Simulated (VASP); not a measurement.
# SiC: single point with PBE-based screened hybrid

SiC:

```
Si C
1.0
     0.00000    2.01387    2.01387
     2.01387    0.00000    2.01387
     2.01387    2.01387    0.00000
Si C
1 1
Direct
  0.00000 0.00000 0.00000
  0.50000 0.50000 0.50000
```

```
Program             : VASP 6.6.1
Task                : single point
Functional          : PBE-based screened hybrid
Potentials or basis : VASP PAW PBE potentials, release 64 (Si, C)
Cutoff              : 520 eV
k mesh              : 6 × 6 × 6
Occupations         : fermi-dirac, width 0.02 eV
Spin                : no spin polarisation
```

```json
{
  "Pressure": "2.0 GPa",
  "Band gap on the k mesh": "zero (band 4 reaches 12.54 eV, above the bottom of band 5 at 11.84 eV)"
}
```

Levels at points of the mesh, in eV from the Fermi level:
```tsv
k point	band 2	band 3	band 4	band 5	band 6	band 7
(0.00, 0.00, 0.00)	0.07	0.07	0.07	8.28	9.36	9.36
(0.50, 0.00, 0.00)	-12.04	-1.07	-1.07	5.69	5.69	6.41
(0.50, 0.50, 0.00)	-10.25	-4.48	-4.48	-0.62	2.76	15.78
```

Run time: 3.1 min on 1 thread of AMD EPYC 7R13 Processor (Zen 3) (shared host), peak memory 0.21 GiB.

Caveat: the k points lie up to 0.45 Å⁻¹ apart; the PAW data sets were made with another functional, which shifts forces and pressure a little.
